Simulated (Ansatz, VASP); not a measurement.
**One calculation of NaCl, two programs**

POSCAR

```
NaCl
1.0
   -0.0168161930      2.7998961403      2.7998961403
    2.7998961403     -0.0168161930      2.7998961403
    2.7998961403      2.7998961403     -0.0168161930
Na Cl
1 1
Direct
    0.0000000000      0.0000000000      0.0000000000
    0.5000000000      0.5000000000      0.5000000000
```

The input INCAR.step1:

```
  PREC = Accurate
  ENCUT = 520
  ISMEAR = 0
  SIGMA = 0.01
  LREAL = False
  LASPH = True
  NELM = 100
  NBANDS = 14
  GGA = PE
  ALGO = Normal
  EDIFF = 1E-4
  LWAVE = True
  LCHARG = False
```

INCAR.step2

```
  PREC = Accurate
  ENCUT = 520
  EDIFF = 1E-7
  ISMEAR = 0
  SIGMA = 0.01
  LREAL = False
  LASPH = True
  NELM = 100
  ALGO = Normal
  ISIF = 2
  LWAVE = False
  LCHARG = False
  METAGGA = R2SCAN
  LMIXTAU = True
  NBANDS = 14
  ISTART = 1
```

KPOINTS

```
Automatic mesh
0
Gamma
  8 8 8
```

Input for Ansatz:

```yaml
crystal:
  lattice:
    - [-0.016816193, 2.7998961403, 2.7998961403]
    - [2.7998961403, -0.016816193, 2.7998961403]
    - [2.7998961403, 2.7998961403, -0.016816193]
  atoms:
    - { symbol: Na, position: [0.0, 0.0, 0.0] }
    - { symbol: Cl, position: [0.5, 0.5, 0.5] }
kpoints:
  mp_grid: { grid: [8, 8, 8] }
  band_path:
    path:
      - [0.0, 0.0, 0.0]
      - [0.5, 0.0, 0.5]
      - [0.625, 0.25, 0.625]
      - [0.375, 0.375, 0.75]
      - [0.5, 0.5, 0.5]
      - [0.5, 0.25, 0.75]
    npoints: 1
hamiltonian:
  xc: r2scan
scf:
  occupations: { method: fixed }
  n_extra_bands: 4
output:
  forces: true
  stress: true
  eigenvalues: true
```

Change from the starting cell: epitaxial_111 strain +0.5%.

Alike in both runs: task single point; functional r2SCAN; k mesh 8 × 8 × 8; no spin polarisation.

|  | VASP | Ansatz |
| --- | --- | --- |
| version | VASP 6.6.1 | Ansatz 0.2.0 |
| potentials or method | VASP PAW PBE potentials, release 64 (Na_pv, Cl) | plane waves, PAW |
| plane-wave cutoff (eV) | 520 | 500 |
| occupations | gaussian, width 0.01 eV | fixed |
| valence electrons in the cell | 14 | 16 |

Ansatz gave:

- gap on the k mesh at the Fermi level (eV): 5.93
- pressure (GPa): -0.1
- traceless stress, the component that is largest in VASP (GPa): 0.08

**Question.** What did VASP give for the same quantities?

**Answer.** gap on the k mesh at the Fermi level (eV): 5.95; pressure (GPa): -0.3; traceless stress, the component that is largest in VASP (GPa): 0.10.

VASP's potentials were made for PBE, not for r2SCAN. VASP's potentials hold 14 valence electrons a cell and Ansatz's 16, so a difference there can come from the potentials and not from the codes.
